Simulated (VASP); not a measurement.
# Si10H4Cl in VASP: a series of runs

The runs below take Si10H4Cl through single point, with LDA.

All numbers are computed with VASP 6.6.1; they aren't measurements. Logs are shortened: lines on timing, memory, paths and dates and some standing lists are left out, and cuts for length are marked.

## Step 1: The cell of the first run

The cell holds a slab with vacuum, 30 atoms: a = 7.679 Å, b = 7.679 Å, c = 19.256 Å, α = 90.00°, β = 90.00°, γ = 90.00°.

## Step 2: Single point, LDA

Contents of INCAR:

```
SYSTEM = Si10H4Cl
ALGO = Normal
EDIFF = 1E-6
ENCUT = 400
GGA_COMPAT = .FALSE.
ISIF = 2
ISMEAR = 0
LASPH = .TRUE.
LCHARG = .FALSE.
LREAL = .FALSE.
LWAVE = .FALSE.
NBANDS = 72
NELM = 120
NELMDL = -8
PREC = Accurate
SIGMA = 0.05
```

Contents of KPOINTS:

```
k-points
0
G
  2 2 1
  0 0 0
```

Contents of POSCAR:

```
Si10H4Cl
1.0
    7.6791800000      0.0000000000      0.0000000000
    0.0000000000      7.6791800000      0.0000000000
    0.0000000000      0.0000000000     19.2555000000
H Si Cl
8 20 2
Direct
    0.4093920184      0.0000000000      0.0519332139
    0.0906079816      0.0000000000      0.0519332139
    0.9093920184      0.0000000000      0.0519332139
    0.5906079816      0.0000000000      0.0519332139
    0.4093920184      0.5000000000      0.0519332139
    0.0906079816      0.5000000000      0.0519332139
    0.9093920184      0.5000000000      0.0519332139
    0.5906079816      0.5000000000      0.0519332139
    0.2500000000      0.0000000000      0.0968814105
    0.7500000000      0.0000000000      0.0968814105
    0.2500000000      0.5000000000      0.0968814105
    0.7500000000      0.5000000000      0.0968814105
    0.2496444933      0.2496398053      0.1622479292
    0.7495300279      0.2510416477      0.1629084677
    0.2501922080      0.7501211067      0.1688794890
    0.7501687680      0.7516839038      0.1674358495
    0.0014359606      0.2522212007      0.2301261977
    0.4976584740      0.2521912496      0.2303303472
   -0.0021846083      0.7534442480      0.2395989198
    0.5026647376      0.7533925497      0.2396532419
   -0.0061721434      0.0133257718      0.3050911688
    0.5069042528      0.0131554411      0.3052234946
   -0.0216650736      0.4958490360      0.3055642803
    0.5236135890      0.4961068760      0.3058341772
    0.2503837649      0.1019603656      0.3597399704
    0.7504957561      0.1107381257      0.3678403573
    0.2510581859      0.4025634247      0.3353303212
    0.7510584463      0.4240739246      0.3853336969
    0.7504582521     -0.0068345839      0.4647435798
    1.2495258608      0.0950429603      0.4670804705
```

Potentials or basis: VASP PAW LDA potentials, release 64 (H, Si, Cl).

On the command line:

```console
> cat potpaw_LDA.64/H/POTCAR potpaw_LDA.64/Si/POTCAR potpaw_LDA.64/Cl/POTCAR > POTCAR
> mpirun -np 1 vasp_std > vasp.out
```

OUTCAR:

```text
SYSTEM = Si10H4Cl
   EDIFF = 1E-6
   ENCUT = 400
   ISIF = 2
   ISMEAR = 0
   LASPH = .TRUE.
   LREAL = .FALSE.
   NELM = 120
   NELMDL = -8
   PREC = Accurate

 ion  position               nearest neighbor table
   1  0.409  0.000  0.052-   9 1.50
   2  0.091  0.000  0.052-   9 1.50
   3  0.909  0.000  0.052-  10 1.50
   4  0.591  0.000  0.052-  10 1.50
   5  0.409  0.500  0.052-  11 1.50
   6  0.091  0.500  0.052-  11 1.50
   7  0.909  0.500  0.052-  12 1.50
   8  0.591  0.500  0.052-  12 1.50
   9  0.250  0.000  0.097-   1 1.50   2 1.50  13 2.29  15 2.37
  10  0.750  0.000  0.097-   3 1.50   4 1.50  14 2.31  16 2.34
  11  0.250  0.500  0.097-   5 1.50   6 1.50  13 2.30  15 2.37
  12  0.750  0.500  0.097-   7 1.50   8 1.50  14 2.30  16 2.36
  13  0.250  0.250  0.162-   9 2.29  11 2.30  17 2.31  18 2.31
  14  0.750  0.251  0.163-  12 2.30  10 2.31  17 2.33  18 2.33
  15  0.250  0.750  0.169-   9 2.37  19 2.37  11 2.37  20 2.37
  16  0.750  0.752  0.167-  10 2.34  20 2.36  19 2.36  12 2.36
  17  0.001  0.252  0.230-  13 2.31  14 2.33  21 2.34  23 2.38  27 3.02
  18  0.498  0.252  0.230-  13 2.31  14 2.33  22 2.34  24 2.38  27 3.00
  19  0.998  0.753  0.240-  16 2.36  23 2.36  21 2.36  15 2.37
  20  0.503  0.753  0.240-  16 2.36  24 2.36  22 2.36  15 2.37
  21  0.994  0.013  0.305-  25 2.33  17 2.34  26 2.35  19 2.36
  22  0.507  0.013  0.305-  25 2.33  18 2.34  26 2.35  20 2.36
  23  0.978  0.496  0.306-  27 2.29  19 2.36  17 2.38  28 2.39
  24  0.524  0.496  0.306-  27 2.28  20 2.36  18 2.38  28 2.39
  25  0.250  0.102  0.360-  30 2.07  22 2.33  21 2.33  27 2.36
  26  0.750  0.111  0.368-  29 2.07  21 2.35  22 2.35  28 2.43
  27  0.251  0.403  0.335-  24 2.28  23 2.29  25 2.36  18 3.00  17 3.02
  28  0.751  0.424  0.385-  24 2.39  23 2.39  26 2.43
  29  0.750  0.993  0.465-  26 2.07
  30  0.250  0.095  0.467-  25 2.07

  LATTYP: Found a simple tetragonal cell.
 ALAT       =     7.6791800000
 C/A-ratio  =     2.5074942898

  Lattice vectors:

 A1 = (   7.6791800000,   0.0000000000,   0.0000000000)
 A2 = (   0.0000000000,   7.6791800000,   0.0000000000)
 A3 = (   0.0000000000,   0.0000000000,  19.2555000000)

Analysis of symmetry for initial positions (statically):
=====================================================================
 Subroutine PRICEL returns:
 Original cell was already a primitive cell.

 Routine SETGRP: Setting up the symmetry group for a
 simple tetragonal supercell.

 Subroutine GETGRP returns: Found  1 space group operations
 (whereof  1 operations were pure point group operations)
 out of a pool of 16 trial point group operations.

The static configuration has the point symmetry C_1 .

Analysis of symmetry for dynamics (positions and initial velocities):
=====================================================================
 Subroutine PRICEL returns:
 Original cell was already a primitive cell.

 Routine SETGRP: Setting up the symmetry group for a
 simple tetragonal supercell.

 Subroutine GETGRP returns: Found  1 space group operations
 (whereof  1 operations were pure point group operations)
 out of a pool of 16 trial point group operations.

The dynamic configuration has the point symmetry C_1 .

 Subroutine INISYM returns: Found  1 space group operations
 (whereof  1 operations are pure point group operations),
 and found     1 'primitive' translations

----------------------------------------------------------------------------------------

                                     Primitive cell

  volume of cell :    1135.4931

  direct lattice vectors                    reciprocal lattice vectors
     7.679180000  0.000000000  0.000000000     0.130222237  0.000000000  0.000000000
     0.000000000  7.679180000  0.000000000     0.000000000  0.130222237  0.000000000
     0.000000000  0.000000000 19.255500000     0.000000000  0.000000000  0.051933214

  length of vectors
     7.679180000  7.679180000 19.255500000     0.130222237  0.130222237  0.051933214

  position of ions in fractional coordinates (direct lattice)
     0.409392018  0.000000000  0.051933214
     0.090607982  0.000000000  0.051933214
     0.909392018  0.000000000  0.051933214
     0.590607982  0.000000000  0.051933214
     0.409392018  0.500000000  0.051933214
     0.090607982  0.500000000  0.051933214
[... 22 lines left out ...]
     0.750458252  0.993165416  0.464743580
     0.249525861  0.095042960  0.467080471

  ion indices of the primitive-cell ions
   primitive index   ion index
                 1           1
                 2           2
                 3           3
                 4           4
                 5           5
                 6           6
[... 22 lines left out ...]
                29          29
                30          30

----------------------------------------------------------------------------------------

 KPOINTS: k-points

Automatic generation of k-mesh.
 Grid dimensions read from file:
 generate k-points for:    2    2    1

 Generating k-lattice:

  Cartesian coordinates                     Fractional coordinates (reciprocal lattice)
     0.065111119  0.000000000  0.000000000     0.500000000  0.000000000  0.000000000
     0.000000000  0.065111119  0.000000000     0.000000000  0.500000000  0.000000000
     0.000000000  0.000000000  0.051933214     0.000000000  0.000000000  1.000000000

  Length of vectors
     0.065111119  0.065111119  0.051933214

  Shift w.r.t. Gamma in fractional coordinates (k-lattice)
     0.000000000  0.000000000  0.000000000

 Subroutine IBZKPT returns following result:
 ===========================================

 Found      4 irreducible k-points:

 Following reciprocal coordinates:
            Coordinates               Weight
  0.000000  0.000000  0.000000      1.000000
  0.500000  0.000000  0.000000      1.000000
  0.000000  0.500000  0.000000      1.000000
  0.500000  0.500000  0.000000      1.000000
   k-points           NKPTS =      4   k-points in BZ     NKDIM =      4   number of bands    NBANDS=     72
   number of dos      NEDOS =    301   number of ions     NIONS =     30
   total plane-waves  NPLWV = 315000
   dimension x,y,z NGX =    50 NGY =   50 NGZ =  126
   dimension x,y,z NGXF=   100 NGYF=  100 NGZF=  252
   ions per type =               8  20   2
   NGX,Y,Z   is equivalent  to a cutoff of  10.82, 10.82, 10.88 a.u.
   NGXF,Y,Z  is equivalent  to a cutoff of  21.65, 21.65, 21.76 a.u.
 SYSTEM =  Si10H4Cl
   PREC   = accura    normal or accurate (medium, high low for compatibility)
   ISTART =      0    job   : 0-new  1-cont  2-samecut
   ICHARG =      2    charge: 1-file 2-atom 10-const
   ISPIN  =      1    spin polarized calculation?
   LNONCOLLINEAR =      F non collinear calculations
   LSORBIT =      F    spin-orbit coupling
   LASPH  =      T    aspherical Exc in radial PAW
   ENCUT  =  400.0 eV  29.40 Ry    5.42 a.u.  12.52 12.52 31.40*2*pi/ulx,y,z
   NELM   =    120;   NELMIN=  2; NELMDL= -8     # of ELM steps
   EDIFF  = 0.1E-05   stopping-criterion for ELM
   LREAL  =      F    real-space projection
   EDIFFG = 0.1E-04   stopping-criterion for IOM
   NSW    =      0    number of steps for IOM
   IBRION =     -1    ionic relax: 0-MD 1-quasi-New 2-CG
   NFREE  =      0    steps in history (QN), initial steepest desc. (CG)
   ISIF   =      2    stress and relaxation
   ISYM   =      2    0-nonsym 1-usesym 2-fastsym
   POTIM  = 0.5000    time-step for ionic-motion
   TEBEG  =    0.0;   TEEND  =   0.0 temperature during run
   PSTRESS=    0.0 pullay stress
   NELECT =     102.0000    total number of electrons
   NUPDOWN=      -1.0000    fix difference up-down
   EMIN   =  10.00;   EMAX   =-10.00  energy-range for DOS
   EFERMI =   0.00;   METHOD = LEGACY
   ISMEAR =     0;   SIGMA  =   0.05  broadening in eV -4-tet -1-fermi 0-gaus
   EFERMI_NEDOS =   21; number of points for ismear=-14 and -15
   IALGO  =     38    algorithm
   IMIX   =      4    mixing-type and parameters
     AMIX     =   0.40;   BMIX     =  1.00
     AMIX_MAG =   1.60;   BMIX_MAG =  1.00
  volume/ion in A,a.u.               =      37.85       255.42
  Fermi-wavevector in a.u.,A,eV,Ry     =   0.733185  1.385518  7.313945  0.537560
  Thomas-Fermi vector in A             =   1.825831
   LORBIT       =      0    0 simple, 1 ext, 2 COOP (PROOUT), +10 PAW based schemes
   GGA     = CA    functional components
   LHFCALC =     F    Hartree Fock is set to
   AEXX    =    0.0000 exact exchange contribution
   IVDW    =     0    specifies the selected vdW correction
   LEPSILON=     F    determine dielectric tensor
   LRPA    =     F    only Hartree local field effects (RPA)
 non-spin polarized calculation
 Gauss-broadening in eV      SIGMA  =   0.05
  energy-cutoff  :      400.00
  volume of cell :     1135.49
 maximum number of plane-waves:     20660
   NGX = 25   NGY = 25   NGZ = 63

 number of electron     101.9999980 magnetization

 Free energy of the ion-electron system (eV)
  ---------------------------------------------------
  ext. energy  EPLUGINS =         0.00000000
  ---------------------------------------------------
  free energy    TOTEN  =      -147.70529636 eV

  energy without entropy =     -147.70208478  energy(sigma->0) =     -147.70369057

 E-fermi :  -0.8151     XC(G=0):  -4.7438

 val. band max:       -0.8759377093   @ k =   0.5000   0.5000   0.0000
 cond. band min:      -0.7542822575   @ k =   0.0000   0.0000   0.0000
 fundamental gap:      0.1216554518
 Fermi energy:        -0.8151120057

 k-point     1 :       0.0000    0.0000    0.0000
  band No.  band energies     occupation
      1     -16.7121      2.00000
      2     -16.4062      2.00000
      3     -12.6137      2.00000
      4     -11.3946      2.00000
      5     -10.7519      2.00000
      6     -10.6819      2.00000
[... 55 lines left out ...]
     62       1.4579      0.00000
     63       1.8157      0.00000

 k-point     2 :       0.5000    0.0000    0.0000
  band No.  band energies     occupation
      1     -16.7022      2.00000
      2     -16.4175      2.00000
      3     -12.1762      2.00000
      4     -11.9831      2.00000
      5     -10.9861      2.00000
      6     -10.8443      2.00000
[... 55 lines left out ...]
     62       1.9527      0.00000
     63       1.9929      0.00000

 k-point     3 :       0.0000    0.5000    0.0000
  band No.  band energies     occupation
      1     -16.7120      2.00000
      2     -16.4061      2.00000
      3     -12.3382      2.00000
      4     -11.7475      2.00000
      5     -11.0720      2.00000
      6     -10.4753      2.00000
[... 55 lines left out ...]
     62       1.9806      0.00000
     63       2.0086      0.00000

 k-point     4 :       0.5000    0.5000    0.0000
  band No.  band energies     occupation
      1     -16.7021      2.00000
      2     -16.4172      2.00000
      3     -11.9400      2.00000
      4     -11.6238      2.00000
      5     -11.2550      2.00000
      6     -11.2106      2.00000
[... 55 lines left out ...]
     62       2.3883      0.00000
     63       2.6061      0.00000
 [bands above 63 left out]

------------------------ aborting loop because EDIFF is reached ----------------------------------------

  FORCE on cell =-STRESS in cart. coord.  units (eV):
  Direction    XX          YY          ZZ          XY          YZ          ZX
  --------------------------------------------------------------------------------------
  -------------------------------------------------------------------------------------
  Total        9.1535627     -2.6683149      0.3895157      0.0470762     -1.2489493      0.0189091
  in kB       12.9156494     -3.7649842      0.5496055      0.0664244     -1.7622637      0.0266807
  external PRESSURE =       3.2334235 kB  Pullay stress =       0.0000000 kB

 VOLUME and BASIS-vectors are now :
 -----------------------------------------------------------------------------
  energy-cutoff  :      400.00
  volume of cell :     1135.49
      direct lattice vectors                 reciprocal lattice vectors
     7.679180000  0.000000000  0.000000000     0.130222237  0.000000000  0.000000000
     0.000000000  7.679180000  0.000000000     0.000000000  0.130222237  0.000000000
     0.000000000  0.000000000 19.255500000     0.000000000  0.000000000  0.051933214

 POSITION                                       TOTAL-FORCE (eV/Angst)
 -----------------------------------------------------------------------------------
      3.14379      0.00000      1.00000        -0.466446     -0.091840     -0.021061
      0.69580      0.00000      1.00000         0.464624     -0.095950     -0.020548
      6.98338      0.00000      1.00000        -0.464346     -0.024342     -0.026902
      4.53539      0.00000      1.00000         0.468032     -0.032940     -0.030014
      3.14379      3.83959      1.00000        -0.462430      0.082708     -0.020114
      0.69580      3.83959      1.00000         0.462315      0.085404     -0.020349
[... 22 lines left out ...]
      5.76290      7.62670      8.94887        -0.001996     -0.011521     -0.018768
      1.91615      0.72985      8.99387         0.000119     -0.125786     -0.025575
 -----------------------------------------------------------------------------------
    total drift:                               -0.000026      0.000284      0.000901

  FREE ENERGIE OF THE ION-ELECTRON SYSTEM (eV)
  ---------------------------------------------------
  free  energy   TOTEN  =      -147.7052963561 eV

  energy  without entropy=     -147.7020847804  energy(sigma->0) =     -147.70369057
```

It took 11 min on 1 thread of Intel Xeon 6975P-C (Granite Rapids), shared host; peak memory 0.6 GiB.

What came out:

* Free energy: -147.7053 eV
* Largest force: 0.476 eV/Å
* Band gap on the k mesh: 0.12 eV (least direct gap 0.55 eV)

Forces in eV/Å, atoms in the order of the input:
```
H   -0.466 -0.092 -0.021
H    0.465 -0.096 -0.021
H   -0.464 -0.024 -0.027
H    0.468 -0.033 -0.030
H   -0.462  0.083 -0.020
H    0.462  0.085 -0.020
H   -0.458  0.067 -0.023
H    0.460  0.073 -0.025
Si   0.007 -0.337  0.003
Si  -0.010 -0.168 -0.035
Si   0.004  0.306  0.048
Si  -0.005  0.323 -0.020
Si  -0.003  0.001  0.001
Si  -0.003  0.002  0.005
Si   0.000 -0.001  0.004
Si   0.000 -0.002  0.001
Si   0.000  0.001  0.002
Si  -0.007  0.002  0.004
Si   0.000 -0.001  0.009
Si   0.000 -0.002  0.009
Si  -0.007 -0.011 -0.002
Si   0.007 -0.012 -0.002
Si  -0.004 -0.003  0.015
Si   0.011 -0.001  0.018
Si   0.000 -0.020  0.103
Si   0.000 -0.006  0.033
Si   0.003 -0.005 -0.004
Si   0.003  0.009  0.037
Cl  -0.002 -0.012 -0.019
Cl   0.000 -0.126 -0.026
```

## Step 3: Single point, LDA

Contents of INCAR:

```
SYSTEM = Si10H4Cl
PREC = Accurate
ENCUT = 400
EDIFF = 1E-6
ISMEAR = 0
SIGMA = 0.05
LREAL = .FALSE.
LASPH = .TRUE.
NELM = 120
ALGO = Normal
ISIF = 2
LWAVE = .FALSE.
LCHARG = .FALSE.
GGA = CA
NBANDS = 72
GGA_COMPAT = .FALSE.
NELMDL = -8
```

Contents of KPOINTS:

```
regular mesh
0
G
  2 2 1
  0 0 0
```

Contents of POSCAR:

```
Si10H4Cl
1.0
    7.6791800000      0.0000000000      0.0000000000
    0.0000000000      7.6791800000      0.0000000000
    0.0000000000      0.0000000000     19.2555000000
H Si Cl
8 20 2
Direct
    0.4093920184      0.0000000000      0.0519332139
    0.0906079816      0.0000000000      0.0519332139
    0.9093920184      0.0000000000      0.0519332139
    0.5906079816      0.0000000000      0.0519332139
    0.4093920184      0.5000000000      0.0519332139
    0.0906079816      0.5000000000      0.0519332139
    0.9093920184      0.5000000000      0.0519332139
    0.5906079816      0.5000000000      0.0519332139
    0.2500000000      0.0000000000      0.0968814105
    0.7500000000      0.0000000000      0.0968814105
    0.2500000000      0.5000000000      0.0968814105
    0.7500000000      0.5000000000      0.0968814105
    0.2500618556      0.2502043187      0.1636502817
    0.7499005102      0.2501854365      0.1617377373
    0.2502821916      0.7495874560      0.1695247592
    0.7501840040      0.7506822343      0.1675951287
   -0.0026950794      0.2533930706      0.2299565838
    0.5027452150      0.2533671564      0.2301172652
   -0.0031173901      0.7483597207      0.2404842772
    0.5037041715      0.7483689665      0.2405966088
   -0.0143458025      0.0114983631      0.3042607047
    0.5153593222      0.0114667191      0.3044638675
   -0.0284091531      0.4899498384      0.3067412428
    0.5295793301      0.4899809615      0.3069051959
    0.2504225712      0.1088260726      0.3456525668
    0.7507470850      0.1172843976      0.3700183324
    0.2505531841      0.4069754844      0.3400992963
    0.7507839379      0.4280614597      0.3896969178
    0.7511635357     -0.0096972593      0.4654229181
    1.2489966377      0.2388028409      0.4494681000
```

Potentials or basis: VASP PAW LDA potentials, release 64 (H, Si, Cl).

On the command line:

```console
> cat potpaw_LDA.64/H/POTCAR potpaw_LDA.64/Si/POTCAR potpaw_LDA.64/Cl/POTCAR > POTCAR
> mpirun -np 1 vasp_std > vasp.out
```

Run time: 12 min. Hardware: 1 thread of Intel Xeon 6975P-C (Granite Rapids), shared host; peak memory 0.59 GiB.

The run converged. Its results:

```
Free energy            : -147.4290 eV
Largest force          : 0.481 eV/Å
Band gap on the k mesh : 0.58 eV (least direct gap 1.00 eV)
```

Forces on the atoms (eV/Å):
```
H   -0.451 -0.087 -0.002
H    0.449 -0.089  0.001
H   -0.472 -0.078 -0.045
H    0.472 -0.081 -0.045
H   -0.452  0.082 -0.012
H    0.451  0.083 -0.009
H   -0.465  0.093 -0.041
H    0.465  0.095 -0.041
Si   0.008 -0.250  0.222
Si   0.000 -0.255 -0.105
Si   0.008  0.227  0.173
Si   0.000  0.305 -0.096
Si   0.001  0.001  0.006
Si   0.001 -0.001 -0.001
Si  -0.001 -0.001 -0.001
Si   0.000 -0.002 -0.003
Si   0.002  0.002 -0.005
Si  -0.001  0.002 -0.007
Si  -0.003  0.002  0.006
Si   0.001  0.002  0.006
Si  -0.009 -0.019 -0.009
Si   0.008 -0.019 -0.010
Si  -0.008  0.002  0.005
Si   0.005  0.002  0.004
Si  -0.003  0.029  0.011
Si  -0.002 -0.011  0.034
Si  -0.002 -0.026  0.011
Si  -0.002  0.000  0.001
Cl  -0.002  0.011 -0.023
Cl   0.002 -0.017 -0.026
```

Levels at points of the mesh, in eV from the valence-band top:
| k point | band 49 | band 50 | band 51 | band 52 | band 53 | band 54 |
| --- | --- | --- | --- | --- | --- | --- |
| (0.00, 0.00, 0.00) | -0.70 | -0.44 | -0.42 | 0.58 | 1.24 | 1.36 |
| (0.50, 0.00, 0.00) | -0.73 | -0.70 | -0.17 | 1.29 | 1.58 | 1.64 |
| (0.00, 0.50, 0.00) | -0.51 | -0.35 | -0.24 | 0.89 | 1.54 | 1.61 |
| (0.50, 0.50, 0.00) | -1.08 | -0.63 | 0.00 | 1.46 | 1.94 | 1.95 |

[end of part 1 of 2]
